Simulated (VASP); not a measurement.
CsGa3Pt2, 6 atoms in the cell. The structure is hexagonal, space group P6/mmm (No. 191). The conventional cell has a = 5.925 Å, b = 5.925 Å, c = 9.996 Å, α = 90.00°, β = 90.00°, γ = 120.00°. Within 3.6 Å of Cs (site symmetry 6/mmm) lie 2 Pt at 2.70 Å and 6 Ga at 3.42 Å. Ga (site symmetry -6m2) has 3 Cs at 3.42 Å and 3 Ga at 3.42 Å and 6 Pt at 4.36 Å within 4.5 Å. Ga (site symmetry 6/mmm) has 2 Pt at 2.30 Å within 3.0 Å. Pt (site symmetry 6mm) has 1 Ga at 2.30 Å and 1 Cs at 2.70 Å within 3.0 Å. 

```yaml
Program: VASP 6.6.1
Task: single point
Functional: PBE
Potentials_or_basis: VASP PAW PBE potentials, release 64 (Cs_sv, Ga_d, Pt)
Cutoff: 520 eV
k_mesh: 6 × 6 × 4
Occupations: gaussian, width 0.1 eV
Spin: no spin polarisation
Dipole_correction: no
Further_INCAR_settings: ALGO = Fast; EDIFF = 1e-07; NBANDS = 43
```

Potentials or basis: VASP PAW PBE potentials, release 64 (Cs_sv, Ga_d, Pt).

Run with:

```bash
$ cat potpaw_PBE.64/Cs_sv/POTCAR potpaw_PBE.64/Ga_d/POTCAR potpaw_PBE.64/Pt/POTCAR > POTCAR
$ mpirun -np 1 vasp_std > vasp.out
```

Hardware: 1 thread of Oxide Virtual Turin-like Processor, on a shared host.

**Question.** Estimate the wall time of this run.

**Answer.** It took 12 min on 1 thread of Oxide Virtual Turin-like Processor, with other jobs on the host, peak memory 0.56 GiB. Counts: scf iterations 20, k points 21.
